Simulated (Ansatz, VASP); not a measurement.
One calculation of Li2Se, two programs

```xyz
3
Lattice="0.0000 2.9523 2.9523 2.9523 0.0000 2.9523 2.9523 2.9523 0.0000" Properties=species:S:1:pos:R:3 pbc="T T T"
Li    1.4762    1.4762    1.4762
Li    4.4285    4.4285    4.4285
Se    0.0000    0.0000    0.0000
```

Alike in both runs: functional r2SCAN; k mesh 8 × 8 × 8; occupations fermi-dirac, width 0.02 eV; no spin polarisation.

Ansatz relaxed the structure, and its values are those at the end. VASP's run is a single point on that final structure, the one shown.

|  | VASP | Ansatz |
| --- | --- | --- |
| version | VASP 6.6.1 | Ansatz 0.2.0 |
| potentials or method | VASP PAW PBE potentials, release 64 (Li_sv, Se), cutoff 830 eV | PAW plane waves |
| valence electrons in the cell | 12 | 22 |

Ansatz gave:

* gap on the k mesh at the Fermi level (eV): 3.45
* pressure (GPa): 1.5

Q: Which values does VASP return?

A: gap on the k mesh at the Fermi level (eV): 3.42; pressure (GPa): 1.5.

VASP's potentials were made for PBE, not for r2SCAN. VASP's potentials hold 12 valence electrons a cell and Ansatz's 22, so a difference there can come from the potentials and not from the codes. Ansatz's warnings: stress scf threshold loose.
